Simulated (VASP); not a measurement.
# MgO (d.b) (Fm-3m) in VASP: single point with PBE+D3(BJ)

Aim: the single point of MgO (d.b) with PBE+D3(BJ).

Program: VASP 6.6.1. These are calculated values, not measurements. Logs are shortened: lines on timing, memory, paths and dates and some standing lists are left out, and cuts for length are marked.

## (1) The cell of the first run

Symmetry: Fm-3m, No. 225, cubic system. Conventional cell: a = 4.208 Å, b = 4.208 Å, c = 4.208 Å, α = 90.00°, β = 90.00°, γ = 90.00°. Mg (site symmetry m-3m) has 6 O at 2.10 Å within 2.8 Å. Within 2.8 Å of O (site symmetry m-3m) lie 6 Mg at 2.10 Å.

## (2) Single point, PBE+D3(BJ)

File INCAR:

```
ALGO = Normal
EDIFF = 1E-6
ENCUT = 600
GGA = PE
GGA_COMPAT = F
ISIF = 2
ISMEAR = 0
IVDW = 12
LASPH = T
LCHARG = T
LELF = T
LREAL = F
LVHAR = T
LWAVE = F
NBANDS = 11
NELM = 120
PREC = Accurate
SIGMA = 0.02
```

File KPOINTS:

```
k-points
0
Gamma
  10 10 10
```

File POSCAR:

```
MgO
1.0
    0.0000000000      2.1041871130      2.1041871130
    2.1041871130      0.0000000000      2.1041871130
    2.1041871130      2.1041871130      0.0000000000
Mg O
1 1
Direct
    0.0000000000      0.0000000000      0.0000000000
    0.5000000000      0.5000000000      0.5000000000
```

Potentials or basis: VASP PAW PBE potentials, release 64 (Mg, O).

Run with:

```console
> cat potpaw_PBE.64/Mg/POTCAR potpaw_PBE.64/O/POTCAR > POTCAR
> mpirun -np 1 vasp_std > vasp.out
```

OUTCAR:

```text
EDIFF = 1E-6
   ENCUT = 600
   GGA = PE
   ISIF = 2
   ISMEAR = 0
   IVDW = 12
   LASPH = T
   LREAL = F
   NELM = 120
   PREC = Accurate
 IVDW          = 12

 ion  position               nearest neighbor table
   1  0.000  0.000  0.000-   2 2.10   2 2.10   2 2.10   2 2.10   2 2.10   2 2.10
   2  0.500  0.500  0.500-   1 2.10   1 2.10   1 2.10   1 2.10   1 2.10   1 2.10

  LATTYP: Found a face centered cubic cell.
 ALAT       =     4.2083742260

  Lattice vectors:

 A1 = (   0.0000000000,   2.1041871130,   2.1041871130)
 A2 = (   2.1041871130,   0.0000000000,   2.1041871130)
 A3 = (   2.1041871130,   2.1041871130,   0.0000000000)

Analysis of symmetry for initial positions (statically):
=====================================================================
 Subroutine PRICEL returns:
 Original cell was already a primitive cell.

 Routine SETGRP: Setting up the symmetry group for a
 face centered cubic supercell.

 Subroutine GETGRP returns: Found 48 space group operations
 (whereof 48 operations were pure point group operations)
 out of a pool of 48 trial point group operations.

The static configuration has the point symmetry O_h .

Analysis of symmetry for dynamics (positions and initial velocities):
=====================================================================
 Subroutine PRICEL returns:
 Original cell was already a primitive cell.

 Routine SETGRP: Setting up the symmetry group for a
 face centered cubic supercell.

 Subroutine GETGRP returns: Found 48 space group operations
 (whereof 48 operations were pure point group operations)
 out of a pool of 48 trial point group operations.

The dynamic configuration has the point symmetry O_h .

 Subroutine INISYM returns: Found 48 space group operations
 (whereof 48 operations are pure point group operations),
 and found     1 'primitive' translations

----------------------------------------------------------------------------------------

                                     Primitive cell

  volume of cell :      18.6330

  direct lattice vectors                    reciprocal lattice vectors
     0.000000000  2.104187113  2.104187113    -0.237621453  0.237621453  0.237621453
     2.104187113  0.000000000  2.104187113     0.237621453 -0.237621453  0.237621453
     2.104187113  2.104187113  0.000000000     0.237621453  0.237621453 -0.237621453

  length of vectors
     2.975769953  2.975769953  2.975769953     0.411572430  0.411572430  0.411572430

  position of ions in fractional coordinates (direct lattice)
     0.000000000  0.000000000  0.000000000
     0.500000000  0.500000000  0.500000000

  ion indices of the primitive-cell ions
   primitive index   ion index
                 1           1
                 2           2

----------------------------------------------------------------------------------------

 KPOINTS: k-points

Automatic generation of k-mesh.
 Grid dimensions read from file:
 generate k-points for:   10   10   10

 Generating k-lattice:

  Cartesian coordinates                     Fractional coordinates (reciprocal lattice)
    -0.023762145  0.023762145  0.023762145     0.100000000  0.000000000  0.000000000
     0.023762145 -0.023762145  0.023762145     0.000000000  0.100000000  0.000000000
     0.023762145  0.023762145 -0.023762145     0.000000000  0.000000000  0.100000000

  Length of vectors
     0.041157243  0.041157243  0.041157243

  Shift w.r.t. Gamma in fractional coordinates (k-lattice)
     0.000000000  0.000000000  0.000000000

 Subroutine IBZKPT returns following result:
 ===========================================

 Found     47 irreducible k-points:

 Following reciprocal coordinates:
            Coordinates               Weight
  0.000000  0.000000  0.000000      1.000000
  0.100000  0.000000  0.000000      8.000000
  0.200000  0.000000  0.000000      8.000000
  0.300000  0.000000  0.000000      8.000000
  0.400000  0.000000  0.000000      8.000000
  0.500000  0.000000  0.000000      4.000000
[... 16 lines left out ...]
  0.300000  0.300000  0.000000      6.000000
  0.400000  0.300000  0.000000     24.000000
 [... further k-points ...]
   k-points           NKPTS =     47   k-points in BZ     NKDIM =     47   number of bands    NBANDS=     11
   number of dos      NEDOS =    301   number of ions     NIONS =      2
   total plane-waves  NPLWV =  13824
   dimension x,y,z NGX =    24 NGY =   24 NGZ =   24
   dimension x,y,z NGXF=    48 NGYF=   48 NGZF=   48
   ions per type =               1   1
   NGX,Y,Z   is equivalent  to a cutoff of  13.41, 13.41, 13.41 a.u.
   NGXF,Y,Z  is equivalent  to a cutoff of  26.82, 26.82, 26.82 a.u.
 SYSTEM =  unknown system
   PREC   = accura    normal or accurate (medium, high low for compatibility)
   ISTART =      0    job   : 0-new  1-cont  2-samecut
   ICHARG =      2    charge: 1-file 2-atom 10-const
   ISPIN  =      1    spin polarized calculation?
   LNONCOLLINEAR =      F non collinear calculations
   LSORBIT =      F    spin-orbit coupling
   LASPH  =      T    aspherical Exc in radial PAW
   ENCUT  =  600.0 eV  44.10 Ry    6.64 a.u.   5.94  5.94  5.94*2*pi/ulx,y,z
   NELM   =    120;   NELMIN=  2; NELMDL= -5     # of ELM steps
   EDIFF  = 0.1E-05   stopping-criterion for ELM
   LREAL  =      F    real-space projection
   EDIFFG = 0.1E-04   stopping-criterion for IOM
   NSW    =      0    number of steps for IOM
   IBRION =     -1    ionic relax: 0-MD 1-quasi-New 2-CG
   NFREE  =      0    steps in history (QN), initial steepest desc. (CG)
   ISIF   =      2    stress and relaxation
   ISYM   =      2    0-nonsym 1-usesym 2-fastsym
   POTIM  = 0.5000    time-step for ionic-motion
   TEBEG  =    0.0;   TEEND  =   0.0 temperature during run
   PSTRESS=    0.0 pullay stress
   NELECT =       8.0000    total number of electrons
   NUPDOWN=      -1.0000    fix difference up-down
   EMIN   =  10.00;   EMAX   =-10.00  energy-range for DOS
   EFERMI =   0.00;   METHOD = LEGACY
   ISMEAR =     0;   SIGMA  =   0.02  broadening in eV -4-tet -1-fermi 0-gaus
   EFERMI_NEDOS =   21; number of points for ismear=-14 and -15
   IALGO  =     38    algorithm
   IMIX   =      4    mixing-type and parameters
     AMIX     =   0.40;   BMIX     =  1.00
     AMIX_MAG =   1.60;   BMIX_MAG =  1.00
  volume/ion in A,a.u.               =       9.32        62.87
  Fermi-wavevector in a.u.,A,eV,Ry     =   1.235029  2.333866 20.752919  1.525297
  Thomas-Fermi vector in A             =   2.369695
   LORBIT       =      0    0 simple, 1 ext, 2 COOP (PROOUT), +10 PAW based schemes
   GGA     = PE    functional components
   LHFCALC =     F    Hartree Fock is set to
   AEXX    =    0.0000 exact exchange contribution
   IVDW    =    12    specifies the selected vdW correction
   LEPSILON=     F    determine dielectric tensor
   LRPA    =     F    only Hartree local field effects (RPA)
 non-spin polarized calculation
 Gauss-broadening in eV      SIGMA  =   0.02
  energy-cutoff  :      600.00
  volume of cell :       18.63
 maximum number of plane-waves:       636
   NGX = 11   NGY = 11   NGZ = 11

 number of electron       8.0000005 magnetization

 Free energy of the ion-electron system (eV)
  ---------------------------------------------------
  ext. energy  EPLUGINS =         0.00000000
  ---------------------------------------------------
  free energy    TOTEN  =       -11.90762115 eV

  energy without entropy =      -11.90762115  energy(sigma->0) =      -11.90762115

 E-fermi :   3.3274     XC(G=0): -11.0907

 val. band max:        3.2047656066   @ k =   0.0000   0.0000   0.0000
 cond. band min:       7.9580992681   @ k =   0.0000   0.0000   0.0000
 fundamental gap:      4.7533336615
 Fermi energy:         3.3274125491

 k-point     1 :       0.0000    0.0000    0.0000
  band No.  band energies     occupation
      1     -14.0712      2.00000
      2       3.2048      2.00000
      3       3.2048      2.00000
      4       3.2048      2.00000
      5       7.9581      0.00000
      6      19.0219      0.00000
      7      19.0219      0.00000
      8      19.0219      0.00000
      9      22.9443      0.00000
     10      24.7229      0.00000
     11      24.7229      0.00000

 k-point     2 :       0.1000    0.0000    0.0000
  band No.  band energies     occupation
      1     -13.9652      2.00000
      2       2.5526      2.00000
      3       3.1368      2.00000
      4       3.1368      2.00000
      5       8.5864      0.00000
      6      17.7714      0.00000
      7      19.2629      0.00000
      8      19.2629      0.00000
      9      23.9986      0.00000
     10      23.9986      0.00000
     11      24.6063      0.00000

 k-point     3 :       0.2000    0.0000    0.0000
  band No.  band energies     occupation
      1     -13.6734      2.00000
      2       1.2293      2.00000
      3       2.9649      2.00000
      4       2.9649      2.00000
      5       9.7824      0.00000
      6      16.2593      0.00000
      7      19.7501      0.00000
      8      19.7501      0.00000
      9      23.3078      0.00000
     10      23.3078      0.00000
     11      25.5133      0.00000

 k-point     4 :       0.3000    0.0000    0.0000
  band No.  band energies     occupation
      1     -13.2793      2.00000
      2      -0.0955      2.00000
      3       2.7630      2.00000
      4       2.7630      2.00000
      5      10.7169      0.00000
      6      15.5763      0.00000
      7      19.8704      0.00000
      8      19.8704      0.00000
      9      23.7526      0.00000
     10      23.7526      0.00000
     11      24.8985      0.00000
[... 239 lines left out ...]
 k-point    22 :      -0.2000    0.2000    0.0000
  band No.  band energies     occupation
      1     -13.1623      2.00000
      2       0.1021      2.00000
      3       1.8651      2.00000
      4       2.7592      2.00000
      5      11.6765      0.00000
      6      15.1267      0.00000
      7      18.3472      0.00000
      8      21.0327      0.00000
      9      21.7042      0.00000
     10      24.6013      0.00000
     11      28.0888      0.00000

 k-point    23 :       0.3000    0.3000    0.0000
  band No.  band energies     occupation
      1     -13.0764      2.00000
      2       0.0473      2.00000
      3       2.2653      2.00000
      4       2.2653      2.00000
      5      12.0858      0.00000
      6      13.6457      0.00000
      7      17.6653      0.00000
      8      21.1745      0.00000
      9      21.1745      0.00000
     10      27.3811      0.00000
     11      30.6384      0.00000

 k-point    24 :       0.4000    0.3000    0.0000
  band No.  band energies     occupation
      1     -12.8280      2.00000
      2      -0.3786      2.00000
      3       1.8983      2.00000
      4       2.1176      2.00000
      5      12.8036      0.00000
      6      13.3958      0.00000
      7      16.8363      0.00000
      8      21.4188      0.00000
      9      21.6255      0.00000
     10      28.1262      0.00000
     11      30.2357      0.00000

 [... further k-points ...]

------------------------ aborting loop because EDIFF is reached ----------------------------------------

 Edisp (eV)   -0.58780

 E8    (eV) :    -0.2302

  FORCE on cell =-STRESS in cart. coord.  units (eV):
  Direction    XX          YY          ZZ          XY          YZ          ZX
  --------------------------------------------------------------------------------------
  -------------------------------------------------------------------------------------
  Total      -0.12433    -0.12433    -0.12433     0.00000     0.00000     0.00000
  in kB     -10.69071   -10.69071   -10.69071     0.00000     0.00000     0.00000
  external pressure =      -10.69 kB  Pullay stress =        0.00 kB

 VOLUME and BASIS-vectors are now :
 -----------------------------------------------------------------------------
  energy-cutoff  :      600.00
  volume of cell :       18.63
      direct lattice vectors                 reciprocal lattice vectors
     0.000000000  2.104187113  2.104187113    -0.237621453  0.237621453  0.237621453
     2.104187113  0.000000000  2.104187113     0.237621453 -0.237621453  0.237621453
     2.104187113  2.104187113  0.000000000     0.237621453  0.237621453 -0.237621453

 POSITION                                       TOTAL-FORCE (eV/Angst)
 -----------------------------------------------------------------------------------
      0.00000      0.00000      0.00000         0.000000      0.000000      0.000000
      2.10419      2.10419      2.10419        -0.000000     -0.000000      0.000000
 -----------------------------------------------------------------------------------
    total drift:                               -0.000000     -0.000000      0.000000

  FREE ENERGIE OF THE ION-ELECTRON SYSTEM (eV)
  ---------------------------------------------------
  free  energy   TOTEN  =       -12.4954247817 eV

  energy  without entropy=      -12.4954247817  energy(sigma->0) =      -12.49542478
```

Run time: 3.9 s. Hardware: 1 thread of Intel Xeon 6975P-C (Granite Rapids), shared host; peak memory 0.15 GiB.

What came out:

```yaml
Free_energy: -12.4954 eV
Pressure: -1.1 GPa
Band_gap_on_the_k_mesh: 4.75 eV, direct
Dispersion_energy_per_atom: -0.294 eV
```

Expect the measured gap to be larger: semilocal functionals such as PBE lack the derivative discontinuity.
